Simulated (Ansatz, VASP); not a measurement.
**AlAs in VASP and in Ansatz**

File INCAR:

```
PREC = Accurate
ENCUT = 500
EDIFF = 1E-6
ISMEAR = 1
SIGMA = 0.1
LREAL = F
LASPH = T
NELM = 120
ALGO = Normal
ISIF = 2
LWAVE = F
LCHARG = T
GGA = PE
LELF = T
LVHAR = T
NBANDS = 11
GGA_COMPAT = F
```

KPOINTS

```
regular mesh
0
Gamma
  6 6 6
```

File POSCAR:

```
AlAs
1.0
    4.0027900000      0.0000000000      0.0000000000
    2.0013950000      3.4665178260      0.0000000000
    2.0013950000      1.1555059420      3.2682643492
Al As
1 1
Direct
    0.0000000000      0.0000000000      0.0000000000
    0.2500000000      0.2500000000      0.2500000000
```

Input for Ansatz:

```yaml
crystal:
  lattice:
    - [4.00279, 0.0, 0.0]
    - [2.0013950000000005, 3.466517826014313, 0.0]
    - [2.0013950000000005, 1.1555059420047713, 3.2682643491716923]
  atoms:
    - { symbol: Al, position: [0.0, 0.0, 0.0] }
    - { symbol: As, position: [0.25000000000000006, 0.25, 0.25] }
basis:
  ecutwfc: 470.0
kpoints:
  mp_grid:
    grid: [6, 6, 6]
hamiltonian:
  xc: pbe
scf:
  n_extra_bands: 10
  occupations:
    method: cold
output:
  dos:
    de: 0.05
    projected: true
```

Alike in both runs: task single point; functional PBE; k mesh 6 × 6 × 6; no spin polarisation.

```csv
,VASP,Ansatz
version,VASP 6.6.1,Ansatz 0.2.0
potentials or method,"VASP PAW PBE potentials, release 64 (Al, As), cutoff 500 eV","plane waves, PAW"
occupations,"methfessel-paxton of order 1, width 0.1 eV",cold
valence electrons in the cell,8,18
```

```csv
,VASP,Ansatz,Ansatz less VASP
gap on the k mesh at the Fermi level (eV),1.43,1.44,+0.010
```

VASP's potentials hold 8 valence electrons a cell and Ansatz's 18, so a difference there can come from the potentials and not from the codes.
